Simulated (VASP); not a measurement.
A run of VASP 6.6.1 is set up as follows.

The input INCAR:

```
SYSTEM = GaN
PREC = Accurate ; ENCUT = 600
EDIFF = 1E-8 ; ISMEAR = 0
SIGMA = 0.01 ; LREAL = .False.
LASPH = .True. ; NELM = 120
ALGO = Normal ; ISIF = 2
LWAVE = .False. ; LCHARG = .True.
GGA = PE ; IBRION = 8
NSW = 1 ; LEPSILON = .True.
GGA_COMPAT = .False.
```

KPOINTS

```
regular mesh
0
Gamma
  10 10 10
  0 0 0
```

Contents of POSCAR:

```
GaN
1.0
    0.0000000000      2.2742384961      2.2742384961
    2.2742384961      0.0000000000      2.2742384961
    2.2742384961      2.2742384961      0.0000000000
Ga N
1 1
Direct
    0.0000000000      0.0000000000      0.0000000000
    0.2500000000      0.2500000000      0.2500000000
```

Potentials or basis: VASP PAW PBE potentials, release 64 (Ga_d, N).

Command:

```console
$ cat potpaw_PBE.64/Ga_d/POTCAR potpaw_PBE.64/N/POTCAR > POTCAR
$ mpirun -np 1 vasp_std > vasp.out
```

**Question.** Estimate the electronic dielectric tensor (diagonal).

**Answer.** 6.24.

**Question.** What does it give for the Born charges (mean of the diagonal)?

**Answer.** Ga +2.68; N -2.68 e.

**Question.** Estimate the highest phonon frequency at Γ, LO-TO splitting left out.

**Answer.** 513 cm⁻¹.

Born effective charge tensors (e):
atom 1, Ga
```
2.68 0.00 0.00
0.00 2.68 0.00
0.00 0.00 2.68
```
atom 2, N
```
-2.68  0.00  0.00
 0.00 -2.68  0.00
 0.00  0.00 -2.68
```
